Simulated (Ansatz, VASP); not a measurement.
## C in VASP and in Ansatz

```
C
1.0
     2.52210    0.00000    0.00000
    -1.26105    2.18420    0.00000
     0.00000    0.00000    8.23710
C
8
Direct
  0.66667 0.33333 0.84375
  0.33333 0.66667 0.34375
  0.66667 0.33333 0.65625
  0.33333 0.66667 0.15625
  0.00000 0.00000 0.90625
  0.00000 0.00000 0.40625
  0.00000 0.00000 0.59375
  0.00000 0.00000 0.09375
```

Alike in both runs: task relaxation of cell and atoms; functional pbesol exchange, pbe correlation; k mesh 12 × 12 × 4; occupations fermi-dirac, width 0.15 eV; collinear spin.

|  | VASP | Ansatz |
| --- | --- | --- |
| version | VASP 6.6.1 | Ansatz 0.2.0 |
| potentials or method | VASP PAW PBE potentials, release 64 (C), cutoff 600 eV | all-electron LAPW, scalar-relativistic |

VASP gave:

```
net moment per atom (μB)                                     : 0.00
relaxed volume (Å³/atom)                                     : 5.60
relaxed cell length with the largest relative difference (Å) : 8.257
```

Q: Estimate Ansatz's values.

A: net moment per atom (μB): 0.00; relaxed volume (Å³/atom): 5.60; relaxed cell length with the largest relative difference (Å): 8.255.

VASP's potentials were made for PBE, not for pbesol exchange, pbe correlation. Ansatz ran all-electron here, and VASP with PAW potentials.
